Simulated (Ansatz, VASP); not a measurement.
**Ga2O3 in VASP and in Ansatz**

```
CELL_PARAMETERS angstrom
2.49226 1.43891 4.39103
-2.49226 1.43891 4.39103
0.00000 -2.87782 4.39103
ATOMIC_POSITIONS crystal
Ga 0.85620 0.85620 0.85620
Ga 0.64380 0.64380 0.64380
Ga 0.14380 0.14380 0.14380
Ga 0.35620 0.35620 0.35620
O 0.75000 0.44667 0.05333
O 0.44667 0.05333 0.75000
O 0.05333 0.75000 0.44667
O 0.25000 0.55333 0.94667
O 0.94667 0.25000 0.55333
O 0.55333 0.94667 0.25000
```

Change from the starting cell: uniaxial_z strain -2.0%.

Alike in both runs: task single point; functional r2SCAN; k mesh 6 × 6 × 6; no spin polarisation.

|  | VASP | Ansatz |
| --- | --- | --- |
| version | VASP 6.6.1 | Ansatz 0.2.0 |
| potentials or method | VASP PAW PBE potentials, release 64 (Ga_d, O) | plane waves, PAW |
| plane-wave cutoff (eV) | 520 | 500 |
| occupations | gaussian, width 0.01 eV | fixed |
| valence electrons in the cell | 88 | 88 |

VASP gave:

- gap on the k mesh at the Fermi level (eV): 3.73
- pressure (GPa): 6.7
- traceless stress, the component that is largest in VASP (GPa): 2.72
- rms of the force components (eV/Å): 0.020

Task: Estimate Ansatz's values.

Result: gap on the k mesh at the Fermi level (eV): 3.73; pressure (GPa): 4.6; traceless stress, the component that is largest in VASP (GPa): 3.20; rms of the force components (eV/Å): 0.000.

VASP's potentials were made for PBE, not for r2SCAN. Atom by atom the forces differ by 0.020 eV/Å (rms over components).
